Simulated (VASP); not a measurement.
Here is a VASP 6.6.1 calculation.

File INCAR:

```
PREC     = Accurate       # precision mode
ENCUT    = 520            # plane-wave cutoff, eV
EDIFF    = 1E-8           # SCF threshold, eV
ISMEAR   = 0              # smearing method
SIGMA    = 0.05           # smearing width, eV
LREAL    = False          # projectors in reciprocal space
LASPH    = True           # aspherical terms in the spheres
NELM     = 80             # most SCF steps
ALGO     = Normal         # electronic algorithm
ISIF     = 2              # what is computed and relaxed
LWAVE    = False          # write WAVECAR
LCHARG   = False          # write CHGCAR
GGA      = PS             # functional
NBANDS   = 19             # bands
IBRION   = 8              # ionic algorithm
NSW      = 1              # ionic steps
```

Contents of KPOINTS:

```
regular mesh
0
Gamma
  8 8 8
```

POSCAR

```
CeO2
1.0
    0.0000000000      2.6990111848      2.6990111848
    2.6990111848      0.0000000000      2.6990111848
    2.6990111848      2.6990111848      0.0000000000
Ce O
1 2
Direct
    0.0000000000      0.0000000000      0.0000000000
    0.2500000000      0.2500000000      0.2500000000
    0.7500000000      0.7500000000      0.7500000000
```

Potentials or basis: VASP PAW PBE potentials, release 64 (Ce, O).

The run is started by

```bash
$ cat potpaw_PBE.64/Ce/POTCAR potpaw_PBE.64/O/POTCAR > POTCAR
$ mpirun -np 1 vasp_std > vasp.out
```

(1) What does it give for the highest phonon frequency at Γ, LO-TO splitting left out?

Answers

(1) 434 cm⁻¹.

Caveat: the run has no spin polarisation, though such a crystal can be magnetic.
